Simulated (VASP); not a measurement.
# CaO (I4/mmm) in VASP: notebook, part 2 of 2

VASP 6.6.1. Earlier steps stand in the parts before.

**5. Single point, r2SCAN (strain +0.080 along x and y, +0.040 along z)**

POSCAR

```
CaO
1.0
    0.0000000000      2.6449200000      2.5469600000
    2.6449200000      0.0000000000      2.5469600000
    2.6449200000      2.6449200000      0.0000000000
Ca O
1 1
Direct
    0.0000000000      0.0000000000      0.0000000000
    0.5000000000      0.5000000000      0.5000000000
```

INCAR.step1

```
  PREC = Accurate
  ENCUT = 520
  ISMEAR = 0
  SIGMA = 0.05
  LREAL = F
  LASPH = T
  NELM = 80
  NBANDS = 15
  GGA = PE
  ALGO = Normal
  EDIFF = 1E-4
  LWAVE = T
  LCHARG = F
```

INCAR.step2

```
  PREC = Accurate
  ENCUT = 520
  EDIFF = 1E-6
  ISMEAR = 0
  SIGMA = 0.05
  LREAL = F
  LASPH = T
  NELM = 80
  ALGO = Normal
  ISIF = 2
  LWAVE = F
  LCHARG = T
  METAGGA = R2SCAN
  LMIXTAU = T
  LELF = T
  LVHAR = T
  NBANDS = 15
  ISTART = 1
```

KPOINTS

```
regular mesh
0
Gamma
  8 8 8
```

The run is started by

```bash
$ cat potpaw_PBE.64/Ca_sv/POTCAR potpaw_PBE.64/O/POTCAR > POTCAR
$ cp INCAR.step1 INCAR
$ mpirun -np 1 vasp_std > vasp.out
$ cp INCAR.step2 INCAR
$ mpirun -np 1 vasp_std > vasp.out
```

It took 53 s on 1 thread of Intel Xeon 6975P-C (Granite Rapids), shared host; peak memory 0.18 GiB.

It converged, with:

| Quantity | Value |
| --- | --- |
| Free energy | -18.9453 eV |
| Pressure | -16.7 GPa |
| Band gap on the k mesh | 3.57 eV, direct |

Stress tensor (GPa, compression positive):
```
-17.00   0.00   0.00
  0.00 -17.00   0.00
  0.00   0.00 -16.21
```

Levels at points of the mesh, in eV from the valence-band top:
```tsv
k point	band 6	band 7	band 8	band 9	band 10	band 11
(0.00, 0.00, 0.00)	-0.02	-0.02	0.00	3.57	6.07	6.07
(0.50, 0.00, 0.00)	-2.09	-0.82	-0.80	6.50	7.35	7.66
(0.50, 0.50, 0.00)	-1.21	-0.44	-0.44	4.02	7.05	8.17
(0.50, 0.00, 0.50)	-1.34	-0.38	-0.37	4.14	6.99	8.20
```

Caveat: the cell differs from its parent crystal (strain +0.080 along x and y, +0.040 along z); the PAW data sets were made with another functional, which shifts forces and pressure a little. A k mesh can miss the band edges.

**6. Single point, r2SCAN (strain -0.080 along x and y, +0.000 along z)**

POSCAR

```
CaO
1.0
    0.0000000000      2.2530800000      2.4490000000
    2.2530800000      0.0000000000      2.4490000000
    2.2530800000      2.2530800000      0.0000000000
Ca O
1 1
Direct
    0.0000000000      0.0000000000      0.0000000000
    0.5000000000      0.5000000000      0.5000000000
```

INCAR.step1

```
SYSTEM = CaO
ALGO = Normal ; EDIFF = 1E-5
ENCUT = 910 ; GGA = PE
GGA_COMPAT = .False. ; ISMEAR = 0
LASPH = .True. ; LCHARG = .False.
LREAL = .False. ; LWAVE = .True.
NBANDS = 15 ; NELM = 120
PREC = Accurate ; SIGMA = 0.05
```

INCAR.step2

```
SYSTEM = CaO
ALGO = Normal ; EDIFF = 1E-6
ENCUT = 910 ; GGA_COMPAT = .False.
ISIF = 2 ; ISMEAR = 0
ISTART = 1 ; LASPH = .True.
LCHARG = .False. ; LMIXTAU = .True.
LREAL = .False. ; LWAVE = .False.
METAGGA = R2SCAN ; NBANDS = 15
NELM = 120 ; PREC = Accurate
SIGMA = 0.05
```

KPOINTS

```
k-points
0
Gamma
  8 8 8
  0 0 0
```

Potentials or basis: VASP PAW PBE potentials, release 64 (Ca_sv, O_h).

The run is started by

```bash
$ cat potpaw_PBE.64/Ca_sv/POTCAR potpaw_PBE.64/O_h/POTCAR > POTCAR
$ cp INCAR.step1 INCAR
$ mpirun -np 1 vasp_std > vasp.out
$ cp INCAR.step2 INCAR
$ mpirun -np 1 vasp_std > vasp.out
```

Run time: 84 s. Hardware: 1 thread of Intel Xeon 6975P-C (Granite Rapids), shared host; peak memory 0.24 GiB.

Results (log left out):

| Quantity | Value |
| --- | --- |
| Free energy | -19.2210 eV |
| Pressure | 18.9 GPa |
| Band gap on the k mesh | 3.97 eV, indirect (least direct gap 4.32 eV) |

Stress tensor (GPa, compression positive):
```
26.58  0.00  0.00
 0.00 26.58  0.00
 0.00  0.00  3.45
```

Levels at points of the mesh, in eV from the valence-band top:
| k point | band 5 | band 6 | band 7 | band 8 | band 9 | band 10 | band 11 | band 12 |
| --- | --- | --- | --- | --- | --- | --- | --- | --- |
| (0.00, 0.00, 0.00) | -16.81 | -0.28 | 0.00 | 0.00 | 5.89 | 6.62 | 7.28 | 7.28 |
| (0.50, 0.00, 0.00) | -14.84 | -2.98 | -1.59 | -1.58 | 8.13 | 9.57 | 9.71 | 9.96 |
| (0.50, 0.50, 0.00) | -16.61 | -1.67 | -0.27 | -0.27 | 4.24 | 9.52 | 10.23 | 10.87 |
| (0.50, 0.00, 0.50) | -16.63 | -1.08 | -0.64 | -0.35 | 3.97 | 9.32 | 10.48 | 10.52 |

Caveat: the cell differs from its parent crystal (strain -0.080 along x and y, +0.000 along z); the cutoff is under 1.25 times the usual one of these potentials, so pressure, stress and relaxed cells hold a basis-set (Pulay) error; the PAW data sets were made with another functional, which shifts forces and pressure a little. A k mesh can miss the band edges.

**7. Single point, r2SCAN (strain -0.080 along x and y, +0.080 along z)**

POSCAR

```
CaO
1.0
    0.0000000000      2.2530800000      2.6449200000
    2.2530800000      0.0000000000      2.6449200000
    2.2530800000      2.2530800000      0.0000000000
Ca O
1 1
Direct
    0.0000000000      0.0000000000      0.0000000000
    0.5000000000      0.5000000000      0.5000000000
```

INCAR.step1

```
  PREC = Accurate
  ENCUT = 910
  ISMEAR = 0
  SIGMA = 0.05
  LREAL = F
  LASPH = T
  NELM = 120
  NBANDS = 15
  GGA = PE
  ALGO = Normal
  EDIFF = 1E-5
  LWAVE = T
  LCHARG = F
  GGA_COMPAT = F
```

INCAR.step2

```
  PREC = Accurate
  ENCUT = 910
  EDIFF = 1E-6
  ISMEAR = 0
  SIGMA = 0.05
  LREAL = F
  LASPH = T
  NELM = 120
  ALGO = Normal
  ISIF = 2
  LWAVE = F
  LCHARG = T
  METAGGA = R2SCAN
  LMIXTAU = T
  LELF = T
  LVHAR = T
  NBANDS = 15
  ISTART = 1
  GGA_COMPAT = F
```

KPOINTS

```
regular mesh
0
Gamma
  8 8 8
```

The run is started by

```bash
$ cat potpaw_PBE.64/Ca_sv/POTCAR potpaw_PBE.64/O_h/POTCAR > POTCAR
$ cp INCAR.step1 INCAR
$ mpirun -np 1 vasp_std > vasp.out
$ cp INCAR.step2 INCAR
$ mpirun -np 1 vasp_std > vasp.out
```

It took 80 s on 1 thread of Intel Xeon 6975P-C (Granite Rapids), shared host; peak memory 0.24 GiB.

It converged, with:

```yaml
Free_energy: -19.1827 eV
Pressure: 11.1 GPa
Band_gap_on_the_k_mesh: 4.02 eV, indirect (least direct gap 4.42 eV)
```

Stress tensor (GPa, compression positive):
```
20.75  0.00  0.00
 0.00 20.75  0.00
 0.00  0.00 -8.15
```

Levels at points of the mesh, in eV from the valence-band top:
| k point | band 6 | band 7 | band 8 | band 9 | band 10 | band 11 |
| --- | --- | --- | --- | --- | --- | --- |
| (0.00, 0.00, 0.00) | -0.39 | 0.00 | 0.00 | 4.65 | 6.17 | 7.36 |
| (0.50, 0.00, 0.00) | -2.85 | -1.54 | -1.53 | 7.69 | 9.12 | 9.24 |
| (0.50, 0.50, 0.00) | -1.93 | -0.22 | -0.22 | 4.42 | 9.03 | 9.89 |
| (0.50, 0.00, 0.50) | -1.03 | -0.75 | -0.41 | 4.02 | 8.54 | 9.61 |

Caveat: the cell differs from its parent crystal (strain -0.080 along x and y, +0.080 along z); the cutoff is under 1.25 times the usual one of these potentials, so pressure, stress and relaxed cells hold a basis-set (Pulay) error; the PAW data sets were made with another functional, which shifts forces and pressure a little. A k mesh can miss the band edges.

**8. Summary**

| potentials or basis | cell | cutoff (eV) | second run | gap on the mesh (eV) | pressure (GPa) |
| --- | --- | --- | --- | --- | --- |
| VASP PAW PBE potentials, release 64 (Ca_sv, O) | a = 3.533, b = 3.533, c = 3.602 Å, angles 59.4, 59.4, 61.3°, 2 atoms | 520 | - | 4.06 | -11.4 |
| VASP PAW PBE potentials, release 64 (Ca_sv, O) | a = 3.539, b = 3.539, c = 3.740 Å, angles 58.1, 58.1, 63.8°, 2 atoms | 520 | - | 3.79 | -11.2 |
| VASP PAW PBE potentials, release 64 (Ca_sv, O) | a = 3.605, b = 3.605, c = 3.740 Å, angles 58.7, 58.7, 62.5°, 2 atoms | 520 | - | 3.72 | -14.6 |
| VASP PAW PBE potentials, release 64 (Ca_sv, O) | a = 3.672, b = 3.672, c = 3.740 Å, angles 59.4, 59.4, 61.2°, 2 atoms | 520 | - | 3.57 | -16.7 |
| VASP PAW PBE potentials, release 64 (Ca_sv, O_h) | a = 3.328, b = 3.328, c = 3.186 Å, angles 61.4, 61.4, 57.2°, 2 atoms | 910 | hard_potentials | 3.97 | 18.9 |
| VASP PAW PBE potentials, release 64 (Ca_sv, O_h) | a = 3.474, b = 3.474, c = 3.186 Å, angles 62.7, 62.7, 54.6°, 2 atoms | 910 | hard_potentials | 4.02 | 11.1 |

Alike in all rows: task single point; level r2SCAN; no spin polarisation; k mesh 8 × 8 × 8; smearing gaussian 0.05 eV.

Caveats: the PAW data sets were made with another functional, which shifts forces and pressure a little; the cutoff is under 1.25 times the usual one of these potentials, so pressure, stress and relaxed cells hold a basis-set (Pulay) error (some runs).

Total energies depend on the potentials used, so only differences within one code and one set of settings carry meaning.
